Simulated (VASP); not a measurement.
A run of VASP 6.6.1 is set up as follows.

The input INCAR:

```
PREC = Accurate
ENCUT = 500
EDIFF = 1E-8
ISMEAR = 0
SIGMA = 0.01
LREAL = F
LASPH = T
NELM = 120
ALGO = Normal
ISIF = 3
LWAVE = F
LCHARG = F
GGA = PS
IBRION = 6
NFREE = 2
POTIM = 0.015
NSW = 1
GGA_COMPAT = F
```

The input KPOINTS:

```
Automatic mesh
0
Gamma
  6 6 6
```

The input POSCAR:

```
TlCl
1.0
    3.6967809909      0.0000000000      0.0000000000
    0.0000000000      3.6967809909      0.0000000000
    0.0000000000      0.0000000000      3.6967809909
Tl Cl
1 1
Direct
    0.0000000000      0.0000000000      0.0000000000
    0.5000000000      0.5000000000      0.5000000000
```

Potentials or basis: VASP PAW PBE potentials, release 64 (Tl_d, Cl).

Command:

```sh
$ cat potpaw_PBE.64/Tl_d/POTCAR potpaw_PBE.64/Cl/POTCAR > POTCAR
$ mpirun -np 1 vasp_std > vasp.out
```

**Question.** Estimate the elastic constants C11, C12, C44.

**Answer.** 56, 29, 16 GPa.

**Question.** Predict the Voigt bulk modulus.

**Answer.** 38 GPa.

**Question.** Predict the highest phonon frequency at Γ, LO-TO splitting left out.

**Answer.** 75 cm⁻¹.

Elastic tensor in Voigt notation (GPa, in the Cartesian axes of the cell as first typed):
```
56 29 29  0  0  0
29 56 29  0  0  0
29 29 56  0  0  0
 0  0  0 16  0  0
 0  0  0  0 16  0
 0  0  0  0  0 16
```

Caveat: the cell is under stress, which shifts elastic constants; the PAW data sets were made with another functional, which shifts forces and pressure a little.
